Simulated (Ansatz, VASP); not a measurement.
# Ti in VASP and in Ansatz

```
CELL_PARAMETERS angstrom
-1.61417 1.61417 1.39012
1.61417 -1.61417 1.39012
1.61417 1.61417 -1.39012
ATOMIC_POSITIONS crystal
Ti 0.00000 0.00000 0.00000
```

Alike in both runs: task single point; functional PBE; k mesh 22 × 22 × 22; occupations gaussian, width 0.15 eV; no spin polarisation.

|  | VASP | Ansatz |
| --- | --- | --- |
| version | VASP 6.6.1 | Ansatz 0.2.0 |
| potentials or method | VASP PAW PBE potentials, release 64 (Ti_sv), cutoff 520 eV | scalar-relativistic, plane waves, PAW |
| valence electrons in the cell | 12 | 12 |

```csv
,VASP,Ansatz,Ansatz less VASP
gap on the k mesh at the Fermi level (eV),none,none,-
pressure (GPa),24.0,24.7,+0.65
"traceless stress, the component that is largest in VASP (GPa)",-0.19,-0.12,+0.068
```

A gap of «none» marks a metal or a gap that the smearing closes.
